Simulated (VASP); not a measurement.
# ZrS2 (P-3m1) in VASP: a series of runs

The runs below take ZrS2 through single point, with PBE.

Program: VASP 6.6.1. These are calculated values, not measurements. Logs are shortened: lines on timing, memory, paths and dates and some standing lists are left out, and cuts for length are marked.

**1. The cell of the first run**

It takes space group P-3m1 (No. 164, trigonal). Conventional cell: a = 3.674 Å, b = 3.674 Å, c = 5.857 Å, α = 90.00°, β = 90.00°, γ = 120.00°. Zr (site symmetry -3m) has 6 S at 2.57 Å within 3.4 Å. Within 3.4 Å of S (site symmetry 3m) lie 3 Zr at 2.57 Å.

**2. Single point, PBE**

The input, INCAR:

```
ALGO = Normal
EDIFF = 1E-6
ENCUT = 500
GGA = PE
GGA_COMPAT = False
ISIF = 2
ISMEAR = 0
LASPH = True
LCHARG = True
LELF = True
LREAL = False
LVHAR = True
LWAVE = False
NBANDS = 19
NELM = 120
PREC = Accurate
SIGMA = 0.01
```

The input, KPOINTS:

```
k-points
0
Gamma
  2 2 2
```

The input, POSCAR:

```
ZrS2
1.0
    3.6743990828      0.0000000000      0.0000000000
   -1.8371995414      3.1821229494      0.0000000000
    0.0000000000      0.0000000000      5.8568562426
Zr S
1 2
Direct
    0.0000000000      0.0000000000      0.0000000000
    0.3333333333      0.6666666667      0.2462324613
    0.6666666667      0.3333333333      0.7537675387
```

Potentials or basis: VASP PAW PBE potentials, release 64 (Zr_sv, S).

Run with:

```bash
$ cat potpaw_PBE.64/Zr_sv/POTCAR potpaw_PBE.64/S/POTCAR > POTCAR
$ mpirun -np 1 vasp_std > vasp.out
```

OUTCAR:

```text
EDIFF = 1E-6
   ENCUT = 500
   GGA = PE
   ISIF = 2
   ISMEAR = 0
   LASPH = True
   LREAL = False
   NELM = 120
   PREC = Accurate

 ion  position               nearest neighbor table
   1  0.000  0.000  0.000-   3 2.57   2 2.57   3 2.57   2 2.57   3 2.57   2 2.57
   2  0.333  0.667  0.246-   1 2.57   1 2.57   1 2.57
   3  0.667  0.333  0.754-   1 2.57   1 2.57   1 2.57

  LATTYP: Found a hexagonal cell.
 ALAT       =     3.6743990828
 C/A-ratio  =     1.5939630156

  Lattice vectors:

 A1 = (   3.6743990828,   0.0000000000,   0.0000000000)
 A2 = (  -1.8371995414,   3.1821229494,   0.0000000000)
 A3 = (   0.0000000000,   0.0000000000,   5.8568562426)

Analysis of symmetry for initial positions (statically):
=====================================================================
 Subroutine PRICEL returns:
 Original cell was already a primitive cell.

 Routine SETGRP: Setting up the symmetry group for a
 hexagonal supercell.

 Subroutine GETGRP returns: Found 12 space group operations
 (whereof 12 operations were pure point group operations)
 out of a pool of 24 trial point group operations.

The static configuration has the point symmetry D_3d.

Analysis of symmetry for dynamics (positions and initial velocities):
=====================================================================
 Subroutine PRICEL returns:
 Original cell was already a primitive cell.

 Routine SETGRP: Setting up the symmetry group for a
 hexagonal supercell.

 Subroutine GETGRP returns: Found 12 space group operations
 (whereof 12 operations were pure point group operations)
 out of a pool of 24 trial point group operations.

The dynamic configuration has the point symmetry D_3d.

 Subroutine INISYM returns: Found 12 space group operations
 (whereof 12 operations are pure point group operations),
 and found     1 'primitive' translations

----------------------------------------------------------------------------------------

                                     Primitive cell

  volume of cell :      68.4806

  direct lattice vectors                    reciprocal lattice vectors
     3.674399083  0.000000000  0.000000000     0.272153345  0.157127807  0.000000000
    -1.837199541  3.182122949  0.000000000     0.000000000  0.314255614  0.000000000
     0.000000000  0.000000000  5.856856243     0.000000000  0.000000000  0.170740062

  length of vectors
     3.674399083  3.674399083  5.856856243     0.314255614  0.314255614  0.170740062

  position of ions in fractional coordinates (direct lattice)
     0.000000000  0.000000000  0.000000000
     0.333333333  0.666666667  0.246232461
     0.666666667  0.333333333  0.753767539

  ion indices of the primitive-cell ions
   primitive index   ion index
                 1           1
                 2           2
                 3           3

----------------------------------------------------------------------------------------

 KPOINTS: k-points

Automatic generation of k-mesh.
 Grid dimensions read from file:
 generate k-points for:    2    2    2

 Generating k-lattice:

  Cartesian coordinates                     Fractional coordinates (reciprocal lattice)
     0.136076672  0.078563903  0.000000000     0.500000000 -0.000000000  0.000000000
     0.000000000  0.157127807  0.000000000     0.000000000  0.500000000  0.000000000
     0.000000000  0.000000000  0.085370031     0.000000000  0.000000000  0.500000000

  Length of vectors
     0.157127807  0.157127807  0.085370031

  Shift w.r.t. Gamma in fractional coordinates (k-lattice)
     0.000000000  0.000000000  0.000000000

 Subroutine IBZKPT returns following result:
 ===========================================

 Found      4 irreducible k-points:

 Following reciprocal coordinates:
            Coordinates               Weight
  0.000000  0.000000  0.000000      1.000000
  0.500000  0.000000  0.000000      3.000000
  0.000000  0.000000  0.500000      1.000000
  0.500000  0.000000  0.500000      3.000000
   k-points           NKPTS =      4   k-points in BZ     NKDIM =      4   number of bands    NBANDS=     19
   number of dos      NEDOS =    301   number of ions     NIONS =      3
   total plane-waves  NPLWV =  37632
   dimension x,y,z NGX =    28 NGY =   28 NGZ =   48
   dimension x,y,z NGXF=    56 NGYF=   56 NGZF=   96
   ions per type =               1   2
   NGX,Y,Z   is equivalent  to a cutoff of  12.67, 12.67, 13.62 a.u.
   NGXF,Y,Z  is equivalent  to a cutoff of  25.34, 25.34, 27.25 a.u.
 SYSTEM =  unknown system
   PREC   = accura    normal or accurate (medium, high low for compatibility)
   ISTART =      0    job   : 0-new  1-cont  2-samecut
   ICHARG =      2    charge: 1-file 2-atom 10-const
   ISPIN  =      1    spin polarized calculation?
   LNONCOLLINEAR =      F non collinear calculations
   LSORBIT =      F    spin-orbit coupling
   LASPH  =      T    aspherical Exc in radial PAW
   ENCUT  =  500.0 eV  36.75 Ry    6.06 a.u.   6.70  6.70 10.68*2*pi/ulx,y,z
   NELM   =    120;   NELMIN=  2; NELMDL= -5     # of ELM steps
   EDIFF  = 0.1E-05   stopping-criterion for ELM
   LREAL  =      F    real-space projection
   EDIFFG = 0.1E-04   stopping-criterion for IOM
   NSW    =      0    number of steps for IOM
   IBRION =     -1    ionic relax: 0-MD 1-quasi-New 2-CG
   NFREE  =      0    steps in history (QN), initial steepest desc. (CG)
   ISIF   =      2    stress and relaxation
   ISYM   =      2    0-nonsym 1-usesym 2-fastsym
   POTIM  = 0.5000    time-step for ionic-motion
   TEBEG  =    0.0;   TEEND  =   0.0 temperature during run
   PSTRESS=    0.0 pullay stress
   NELECT =      24.0000    total number of electrons
   NUPDOWN=      -1.0000    fix difference up-down
   EMIN   =  10.00;   EMAX   =-10.00  energy-range for DOS
   EFERMI =   0.00;   METHOD = LEGACY
   ISMEAR =     0;   SIGMA  =   0.01  broadening in eV -4-tet -1-fermi 0-gaus
   EFERMI_NEDOS =   21; number of points for ismear=-14 and -15
   IALGO  =     38    algorithm
   IMIX   =      4    mixing-type and parameters
     AMIX     =   0.40;   BMIX     =  1.00
     AMIX_MAG =   1.60;   BMIX_MAG =  1.00
  volume/ion in A,a.u.               =      22.83       154.04
  Fermi-wavevector in a.u.,A,eV,Ry     =   1.154222  2.181163 18.126064  1.332228
  Thomas-Fermi vector in A             =   2.290860
   LORBIT       =      0    0 simple, 1 ext, 2 COOP (PROOUT), +10 PAW based schemes
   GGA     = PE    functional components
   LHFCALC =     F    Hartree Fock is set to
   AEXX    =    0.0000 exact exchange contribution
   IVDW    =     0    specifies the selected vdW correction
   LEPSILON=     F    determine dielectric tensor
   LRPA    =     F    only Hartree local field effects (RPA)
 non-spin polarized calculation
 Gauss-broadening in eV      SIGMA  =   0.01
  energy-cutoff  :      500.00
  volume of cell :       68.48
 maximum number of plane-waves:      1785
 NGX is ok and might be reduce to    28
   NGX = 13   NGY = 13   NGZ = 21

 number of electron      23.9999999 magnetization

 Free energy of the ion-electron system (eV)
  ---------------------------------------------------
  ext. energy  EPLUGINS =         0.00000000
  ---------------------------------------------------
  free energy    TOTEN  =       -20.42469558 eV

  energy without entropy =      -20.42469558  energy(sigma->0) =      -20.42469558

 E-fermi :   4.9537     XC(G=0):  -9.5280

 val. band max:        4.8368031673   @ k =   0.0000   0.0000   0.0000
 cond. band min:       5.4516200234   @ k =   0.5000   0.0000   0.5000
 fundamental gap:      0.6148168560
 Fermi energy:         4.9536967447

 k-point     1 :       0.0000    0.0000    0.0000
  band No.  band energies     occupation
      1     -44.7142      2.00000
      2     -22.7956      2.00000
      3     -22.5807      2.00000
      4     -22.5807      2.00000
      5      -7.9243      2.00000
      6      -6.4025      2.00000
      7       0.2583      2.00000
      8       1.8298      2.00000
      9       1.8298      2.00000
     10       4.6640      2.00000
     11       4.6640      2.00000
     12       4.8368      2.00000
     13       6.0169      0.00000
     14       6.0169      0.00000
     15       6.8319      0.00000
     16       9.4891      0.00000
     17       9.4891      0.00000
     18      10.4391      0.00000
     19      10.5659      0.00000

 k-point     2 :       0.5000    0.0000    0.0000
  band No.  band energies     occupation
      1     -44.6961      2.00000
      2     -22.8295      2.00000
      3     -22.7414      2.00000
      4     -22.6352      2.00000
      5      -6.8869      2.00000
      6      -6.4745      2.00000
      7       0.3189      2.00000
      8       2.1528      2.00000
      9       2.1741      2.00000
     10       2.1940      2.00000
     11       2.8954      2.00000
     12       3.4941      2.00000
     13       5.6456      0.00000
     14       7.6769      0.00000
     15       7.9597      0.00000
     16      10.2571      0.00000
     17      10.4191      0.00000
     18      11.3968      0.00000
     19      12.7164      0.00000

 k-point     3 :       0.0000    0.0000    0.5000
  band No.  band energies     occupation
      1     -44.7141      2.00000
      2     -22.7962      2.00000
      3     -22.5807      2.00000
      4     -22.5807      2.00000
      5      -7.6456      2.00000
      6      -6.8252      2.00000
      7       1.3605      2.00000
      8       1.8694      2.00000
      9       1.8694      2.00000
     10       2.9946      2.00000
     11       4.5169      2.00000
     12       4.5169      2.00000
     13       5.9818      0.00000
     14       5.9818      0.00000
     15       7.1966      0.00000
     16       9.8880      0.00000
     17       9.8880      0.00000
     18      10.9404      0.00000
     19      12.3665      0.00000

 k-point     4 :       0.5000    0.0000    0.5000
  band No.  band energies     occupation
      1     -44.6961      2.00000
      2     -22.8294      2.00000
      3     -22.7416      2.00000
      4     -22.6352      2.00000
      5      -6.9821      2.00000
      6      -6.3501      2.00000
      7       0.1885      2.00000
      8       1.4796      2.00000
      9       2.0159      2.00000
     10       2.4055      2.00000
     11       3.7784      2.00000
     12       3.9950      2.00000
     13       5.4516      0.00000
     14       7.6675      0.00000
     15       7.9509      0.00000
     16       9.7335      0.00000
     17      10.4393      0.00000
     18      10.9429      0.00000
     19      11.9282      0.00000

------------------------ aborting loop because EDIFF is reached ----------------------------------------

  FORCE on cell =-STRESS in cart. coord.  units (eV):
  Direction    XX          YY          ZZ          XY          YZ          ZX
  --------------------------------------------------------------------------------------
  -------------------------------------------------------------------------------------
  Total        2.8270342      2.8270342      0.3225855      0.0000000      0.0000000      0.0000000
  in kB       66.1414644     66.1414644      7.5472303      0.0000000      0.0000000      0.0000000
  external PRESSURE =      46.6100530 kB  Pullay stress =       0.0000000 kB

 VOLUME and BASIS-vectors are now :
 -----------------------------------------------------------------------------
  energy-cutoff  :      500.00
  volume of cell :       68.48
      direct lattice vectors                 reciprocal lattice vectors
     3.674399083  0.000000000  0.000000000     0.272153345  0.157127807  0.000000000
    -1.837199541  3.182122949  0.000000000     0.000000000  0.314255614  0.000000000
     0.000000000  0.000000000  5.856856243     0.000000000  0.000000000  0.170740062

 POSITION                                       TOTAL-FORCE (eV/Angst)
 -----------------------------------------------------------------------------------
      0.00000      0.00000      0.00000         0.000000      0.000000      0.000000
     -0.00000      2.12142      1.44215         0.000000     -0.000000     -0.434064
      1.83720      1.06071      4.41471        -0.000000      0.000000      0.434064
 -----------------------------------------------------------------------------------
    total drift:                               -0.000000     -0.000000     -0.000000

  FREE ENERGIE OF THE ION-ELECTRON SYSTEM (eV)
  ---------------------------------------------------
  free  energy   TOTEN  =       -20.4246955779 eV

  energy  without entropy=      -20.4246955779  energy(sigma->0) =      -20.42469558
```

It took 22 s on 1 thread of Intel Xeon 8259CL, shared host; peak memory 0.18 GiB.

What came out:

* Free energy: -20.4247 eV
* Pressure: 4.7 GPa
* Largest force: 0.434 eV/Å
* Band gap on the k mesh: 0.61 eV (least direct gap 1.18 eV)

Forces on the atoms (eV/Å):
```
Zr   0.000  0.000  0.000
S    0.000  0.000 -0.434
S    0.000  0.000  0.434
```

Levels at points of the mesh, in eV from the valence-band top:
```
           k point  band 9  band 10  band 11  band 12  band 13  band 14  band 15  band 16
(0.00, 0.00, 0.00)   -3.01    -0.17    -0.17     0.00     1.18     1.18     2.00     4.65
(0.50, 0.00, 0.00)   -2.66    -2.64    -1.94    -1.34     0.81     2.84     3.12     5.42
(0.00, 0.00, 0.50)   -2.97    -1.84    -0.32    -0.32     1.14     1.14     2.36     5.05
(0.50, 0.00, 0.50)   -2.82    -2.43    -1.06    -0.84     0.61     2.83     3.11     4.90
```

Caveat: the k points lie up to 0.99 Å⁻¹ apart; this functional lacks dispersion, which binds the layers, so the pressure and a relaxed spacing across them are unreliable. A k mesh can miss the band edges.

(Continued in part 2 of 2.)
